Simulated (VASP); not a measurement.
H4NF:

```xyz
6
Lattice="-2.6114 2.6114 2.2009 2.6114 -2.6114 2.2009 2.6114 2.6114 -2.2009" Properties=species:S:1:pos:R:3 pbc="T T T"
H     0.8751    3.4864    1.1004
H    -0.8751    1.7363    1.1004
H     3.4864   -0.8751    1.1004
H     1.7363    0.8751    1.1004
N     0.0000    0.0000    0.0000
F     0.0000    0.0000    2.2009
```

| Item | Value |
| --- | --- |
| Program | VASP 6.6.1 |
| Task | relaxation of cell and atoms |
| Functional | PBEsol |
| Potentials or basis | VASP PAW PBE potentials, release 64 (H, N, F) |
| Cutoff | 600 eV |
| k mesh | 6 × 6 × 6 |
| Occupations | fermi-dirac, width 0.03 eV |
| Spin | no spin polarisation |

At the start: pressure -20.5 GPa; volume 10.01 Å³/atom.

**Question.** How do energy, volume and symmetry change on relaxing?

**Answer.** Over 23 steps the energy falls by 1044.8 meV/atom and the volume is 4.69 Å³/atom (-53.2 %); space group I4/mmm (No. 139, to 0.05 Å).

The path:
| step | energy change (eV) | largest force (eV/Å) | pressure (GPa) | volume (Å³) |
| --- | --- | --- | --- | --- |
| 1 | 0.0000 | 0.5107 | -20.48 | 60.03 |
| 2 | -1.4486 | 0.4875 | -20.21 | 49.59 |
| 3 | -2.8294 | 0.3405 | 41.41 | 25.55 |
| 4 | -3.1366 | 0.1958 | -4.90 | 34.69 |
| 5 | -3.2559 | 0.0324 | 2.88 | 31.95 |
| 6 | -4.7153 | 0.4836 | 9.46 | 27.87 |
| 7 | 2.5131 | 0.4768 | 245.03 | 15.56 |
| 8 | -5.2771 | 0.7818 | 20.25 | 25.22 |
| 9 | -5.2849 | 0.7936 | 31.79 | 23.66 |
| 10 | -5.3199 | 0.8066 | 27.51 | 24.16 |
| 11 | -5.7374 | 0.6685 | 3.12 | 26.89 |
| 12 | -5.7381 | 0.6891 | 4.72 | 26.67 |
| 13 | -5.9654 | 0.5824 | -0.81 | 27.83 |
| 14 | -6.1255 | 0.3872 | -7.04 | 29.55 |
| 15 | -6.1322 | 0.3422 | -8.16 | 29.93 |
| 16 | -6.2356 | 0.1631 | -1.08 | 28.51 |
| 17 | -6.2437 | 0.0968 | 1.79 | 28.01 |
| 18 | -6.2618 | 0.0029 | 0.43 | 27.91 |
| 19 | -6.2677 | 0.0296 | 0.70 | 27.94 |
| 20 | -6.2686 | 0.0190 | -0.04 | 28.11 |
| 21 | -6.2686 | 0.0159 | -0.28 | 28.15 |
| 22 | -6.2688 | 0.0094 | 0.00 | 28.12 |
| 23 | -6.2688 | 0.0099 | -0.02 | 28.12 |

Final structure:
```yaml
crystal:
  lattice:
    - [-1.77326, 1.77326, 2.23564]
    - [1.77326, -1.77326, 2.23564]
    - [1.77326, 1.77326, -2.23564]
  atoms:
    - { symbol: H, position: [0.99926, 0.49926, 0.99852] }
    - { symbol: H, position: [0.50074, 0.00074, 0.00148] }
    - { symbol: H, position: [0.00074, 0.99926, 0.50000] }
    - { symbol: H, position: [0.49926, 0.50074, 0.50000] }
    - { symbol: N, position: [0.00000, 0.00000, 0.00000] }
    - { symbol: F, position: [0.50000, 0.50000, 0.00000] }
```

Caveat: the volume moved by over 15 % at a fixed basis, so the end points are rough; the PAW data sets were made with another functional, which shifts forces and pressure a little.
